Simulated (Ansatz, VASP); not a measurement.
Two plane-wave programs on Ta12HCN

File INCAR:

```
PREC = Accurate
ENCUT = 520
EDIFF = 1E-6
ISMEAR = -1
SIGMA = 0.05
LREAL = Auto
LASPH = True
NELM = 100
ALGO = Normal
ISIF = 2
LWAVE = False
LCHARG = True
LDIPOL = True
IDIPOL = 3
DIPOL = 0.5 0.5 0.467
GGA = PE
LELF = True
LVHAR = True
LVACPOTAV = True
NBANDS = 84
```

File KPOINTS:

```
Automatic mesh
0
Gamma
  5 5 1
```

POSCAR

```
Ta12HCN
1.0
    5.7202017150      0.0000000000      0.0000000000
   -1.9067339050      5.3930578966      0.0000000000
    0.0000000000      0.0000000000     24.8861251426
Ta C N H
12 1 1 1
Direct
    0.2500000000      0.2500000000      0.3214642679
    0.2500000000      0.7500000000      0.3214642679
    0.7500000000      0.2500000000      0.3214642679
    0.7500000000      0.7500000000      0.3214642679
    0.5000000000      0.5000000000      0.4153022020
    0.5000000000      0.0000000000      0.4153022020
    0.0000000000      0.5000000000      0.4153022020
    0.0000000000      0.0000000000      0.4153022020
    0.7500000000      0.7500000000      0.5091401361
    0.7500000000      0.2500000000      0.5091401361
    0.2500000000      0.7500000000      0.5091401361
    0.2500000000      0.2500000000      0.5091401361
    0.2500000000      0.2500000000      0.6729703820
    0.2500000000      0.2500000000      0.6264745939
    0.2500000000      0.2500000000      0.7155041229
```

The input input.yaml:

```yaml
crystal:
  lattice:
    - [5.720201715, 0.0, 0.0]
    - [-1.906733905, 5.3930578966, 0.0]
    - [0.0, 0.0, 24.8861251426]
  atoms:
    - { symbol: Ta, position: [0.25, 0.25, 0.3214642679] }
    - { symbol: Ta, position: [0.25, 0.75, 0.3214642679] }
    - { symbol: Ta, position: [0.75, 0.25, 0.3214642679] }
    - { symbol: Ta, position: [0.75, 0.75, 0.3214642679] }
    - { symbol: Ta, position: [0.5, 0.5, 0.415302202] }
    - { symbol: Ta, position: [0.5, 0.0, 0.415302202] }
    - { symbol: Ta, position: [0.0, 0.5, 0.415302202] }
    - { symbol: Ta, position: [0.0, 0.0, 0.415302202] }
    - { symbol: Ta, position: [0.75, 0.75, 0.5091401361] }
    - { symbol: Ta, position: [0.75, 0.25, 0.5091401361] }
    - { symbol: Ta, position: [0.25, 0.75, 0.5091401361] }
    - { symbol: Ta, position: [0.25, 0.25, 0.5091401361] }
    - { symbol: C, position: [0.25, 0.25, 0.672970382] }
    - { symbol: "N", position: [0.25, 0.25, 0.6264745939] }
    - { symbol: H, position: [0.25, 0.25, 0.7155041229] }
hamiltonian:
  xc: pbe
  pseudopotentials: { kind: paw }
kpoints:
  mp_grid: { grid: [5, 5, 1] }
scf:
  occupations: { method: fermi_dirac, width: 0.05 }
output:
  forces: true
  eigenvalues: true
efield:
  axis: 3
  dipole_correction: true
  ramp_width: 0.04
```

Alike in both runs: task single point; functional PBE; k mesh 5 × 5 × 1; occupations fermi-dirac, width 0.05 eV; no spin polarisation.

|  | VASP | Ansatz |
| --- | --- | --- |
| version | VASP 6.6.1 | Ansatz 0.2.0 |
| potentials or method | VASP PAW PBE potentials, release 64 (Ta_pv, C, N, H) | Ansatz PAW |
| plane-wave cutoff (eV) | 520 | 420 |
| valence electrons in the cell | 142 | 166 |

|  | VASP | Ansatz | Ansatz less VASP |
| --- | --- | --- | --- |
| gap on the k mesh at the Fermi level (eV) | none | none | - |
| rms of the force components (eV/Å) | 0.245 | 0.222 | -0.0228 |
| work function, face that differs most (eV) | 1.55 | 1.56 | +0.009 |

Atom by atom the forces differ by 0.095 eV/Å (rms over components). A gap of «none» marks a metal or a gap that the smearing closes. VASP's potentials hold 142 valence electrons a cell and Ansatz's 166, so a difference there can come from the potentials and not from the codes.

Neither program's run includes spin-orbit coupling. Noted on VASP's run: the standard files for N, O and F lose accuracy on very short bonds.
